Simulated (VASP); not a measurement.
Here is a VASP 6.6.1 calculation.

Contents of INCAR:

```
PREC = Accurate ; ENCUT = 520
EDIFF = 1E-7 ; ISMEAR = 0
SIGMA = 0.1 ; LREAL = F
LASPH = T ; NELM = 100
ALGO = Normal ; ISIF = 2
LWAVE = F ; LCHARG = F
LDIPOL = T ; IDIPOL = 3
DIPOL = 0.5 0.5 0.303 ; GGA = PE
NBANDS = 20
```

Contents of KPOINTS:

```
regular mesh
0
Gamma
  4 5 1
```

Contents of POSCAR:

```
Mg4H
1.0
    6.4201385733      0.0000000000      0.0000000000
    0.0000000000      5.1379129567      0.0000000000
    0.0000000000      0.0000000000     21.6644777330
Mg H
8 2
Direct
    0.0000000000      0.7500000000      0.1846340378
    0.5000000000      0.7500000000      0.1846340378
    0.2500000000      0.2500000000      0.2274076137
    0.7500000000      0.2500000000      0.2274076137
    0.2500000000      0.7500000000      0.3173234500
    0.7500000000      0.7500000000      0.3173234500
    0.0000000000      0.2500000000      0.3537808678
    0.5000000000      0.2500000000      0.3537808678
    0.6784283361      0.0833333333      0.4336350891
    0.8215716639      0.0833333333      0.4336350891
```

Potentials or basis: VASP PAW PBE potentials, release 64 (Mg, H).

Run with:

```sh
$ cat potpaw_PBE.64/Mg/POTCAR potpaw_PBE.64/H/POTCAR > POTCAR
$ mpirun -np 1 vasp_std > vasp.out
```

Problem. Estimate the band gap on the k mesh.

Solution. Zero (bands 9 and 10 overlap by 0.47 eV).

Problem. Estimate the largest force.

Solution. 2.305 eV/Å.

Forces on the atoms (eV/Å):
```
Mg   0.146 -0.003  0.181
Mg  -0.146 -0.003  0.181
Mg   0.000  0.061 -0.212
Mg   0.000 -0.049 -0.005
Mg   0.000  0.036  0.046
Mg   0.000 -0.092 -0.161
Mg   0.238  0.106 -0.262
Mg  -0.238  0.106 -0.262
H    2.290 -0.080  0.247
H   -2.290 -0.080  0.247
```
